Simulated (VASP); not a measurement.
**Ge: single point with r2SCAN**

Crystal: Ge.

```xyz
8
Lattice="5.6745 0.0000 0.0000 0.0000 5.6745 0.0000 0.0000 0.0000 5.6745" Properties=species:S:1:pos:R:3 pbc="T T T"
Ge    0.0000    0.0000    0.0000
Ge    0.0000    2.8373    2.8373
Ge    2.8373    0.0000    2.8373
Ge    2.8373    2.8373    0.0000
Ge    1.4186    1.4186    1.4186
Ge    1.4186    4.2559    4.2559
Ge    4.2559    1.4186    4.2559
Ge    4.2559    4.2559    1.4186
```

```yaml
Program: VASP 6.6.1
Task: single point
Functional: r2SCAN
Potentials_or_basis: VASP PAW PBE potentials, release 64 (Ge_d)
Cutoff: 520 eV
k_mesh: 6 × 6 × 6
Occupations: gaussian, width 0.02 eV
Spin: no spin polarisation
```

```json
{
  "Pressure": "0.1 GPa",
  "Band gap on the k mesh": "0.32 eV"
}
```

Levels at points of the mesh, in eV from the valence-band top:
```
           k point  band 53  band 54  band 55  band 56  band 57  band 58  band 59  band 60
(0.00, 0.00, 0.00)    -3.19     0.00     0.00     0.00     0.32     0.98     0.98     0.98
(0.50, 0.00, 0.00)    -2.11    -2.11    -2.11    -2.11     1.22     1.22     3.03     3.03
(0.50, 0.50, 0.00)    -1.57    -1.57    -1.57    -1.57     2.21     2.21     2.21     2.21
(0.50, 0.50, 0.50)    -1.47    -1.47    -1.47    -1.47     0.41     0.41     0.41     0.41
```

Run time: 21 min on 1 thread of Oxide Virtual Turin-like Processor, on a shared host, peak memory 0.34 GiB.

Caveat: the PAW data sets were made with another functional, which shifts forces and pressure a little. A k mesh can miss the band edges.
